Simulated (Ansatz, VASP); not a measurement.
## Two plane-wave programs on Al4Cl

```xyz
5
Lattice="4.7449 0.0000 0.0000 0.0000 4.7449 0.0000 0.0000 0.0000 4.7449" Properties=species:S:1:pos:R:3 pbc="T T T"
Al    1.4303    1.4303    1.4303
Al    3.3146    3.3146    1.4303
Al    3.3146    1.4303    3.3146
Al    1.4303    3.3146    3.3146
Cl    0.0000    0.0000    0.0000
```

Alike in both runs: task relaxation of cell and atoms; functional PBE; k mesh 8 × 8 × 8; occupations gaussian, width 0.1 eV; no spin polarisation.

```csv
,VASP,Ansatz
version,VASP 6.6.1,Ansatz 0.2.0
potentials or method,"VASP PAW PBE potentials, release 64 (Al, Cl), cutoff 600 eV","scalar-relativistic, plane waves, PAW"
valence electrons in the cell,19,19
```

VASP gave:

```
gap on the k mesh at the Fermi level, each at its own relaxed structure (eV) : none
relaxed volume (Å³/atom)                                                     : 21.14
relaxed length of the cell vector where the two differ most in proportion (Å)              : 4.728
```

Question: Estimate Ansatz's values.

Answer: gap on the k mesh at the Fermi level, each at its own relaxed structure (eV): none; relaxed volume (Å³/atom): 21.13; relaxed length of the cell vector where the two differ most in proportion (Å): 4.727.

A gap of «none» marks a metal or a gap that the smearing closes.
